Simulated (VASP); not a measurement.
Set up this calculation in VASP 6.6.1, as the native input.

```
Task                            : G0W0 quasiparticle levels
Functional                      : PBE
Potentials or basis             : VASP PAW PBE potentials, release 64 (Mg_GW, S_GW)
Cutoff                          : 500 eV
k mesh                          : 4 × 4 × 4
Occupations                     : gaussian, width 0.01 eV
Spin                            : no spin polarisation
Dipole correction               : no
GW scheme                       : G0W0
GW iterations                   : 1
Cutoff of the response function : 80
Frequency points                : 48
Empty bands                     : 60
Further INCAR settings          : ALGO = EVGW0; EDIFF = 1e-08; NBANDS = 64
```

MgS:

```
Mg S
1.0
     0.00000    2.60152    2.60152
     2.60152    0.00000    2.60152
     2.60152    2.60152    0.00000
Mg S
1 1
Direct
  0.00000 0.00000 0.00000
  0.50000 0.50000 0.50000
```

These files were run (other wordings do the same):

POSCAR

```
MgS
1.0
    0.0000000000      2.6015179373      2.6015179373
    2.6015179373      0.0000000000      2.6015179373
    2.6015179373      2.6015179373      0.0000000000
Mg S
1 1
Direct
    0.0000000000      0.0000000000      0.0000000000
    0.5000000000      0.5000000000      0.5000000000
```

INCAR.step1

```
ALGO = Normal
EDIFF = 1E-8
ENCUT = 500
GGA = PE
ISMEAR = 0
LASPH = T
LCHARG = F
LREAL = F
LWAVE = T
NELM = 60
PREC = Accurate
SIGMA = 0.01
```

INCAR.step2

```
ALGO = Exact
EDIFF = 1E-8
ENCUT = 500
GGA = PE
ISMEAR = 0
ISTART = 1
LASPH = T
LCHARG = F
LOPTICS = T
LREAL = F
LWAVE = T
NBANDS = 64
NELM = 1
PREC = Accurate
SIGMA = 0.01
```

INCAR.step3

```
ALGO = EVGW0
EDIFF = 1E-8
ENCUT = 500
ENCUTGW = 80.0
GGA = PE
ISMEAR = 0
ISTART = 1
LASPH = T
LCHARG = F
LREAL = F
LWAVE = F
NBANDS = 64
NBANDSGW = 12
NELMGW = 1
NOMEGA = 48
PREC = Accurate
PRECFOCK = Fast
SIGMA = 0.01
```

KPOINTS

```
k-points
0
Gamma
  4 4 4
```

Potentials or basis: VASP PAW PBE potentials, release 64 (Mg_GW, S_GW).

Run with:

```console
$ cat potpaw_PBE.64/Mg_GW/POTCAR potpaw_PBE.64/S_GW/POTCAR > POTCAR
$ cp INCAR.step1 INCAR
$ mpirun -np 1 vasp_std > vasp.out
$ cp INCAR.step2 INCAR
$ mpirun -np 1 vasp_std > vasp.out
$ cp INCAR.step3 INCAR
$ mpirun -np 1 vasp_std > vasp.out
```

Results of the run:

```
Quasiparticle gap                                   : 4.07 eV
Least direct quasiparticle gap                      : 5.05 eV
Band gap of the starting levels on the mesh         : 2.75 eV
Least direct gap of the starting levels on the mesh : 3.70 eV
```

Caveat: the k points lie up to 0.52 Å⁻¹ apart; bands, screening cutoff and mesh are small and nothing is extrapolated, so the quasiparticle values aren't converged.

Run time: 90 s on 1 thread of Intel Xeon 8259CL, with other jobs on the host, peak memory 0.31 GiB.
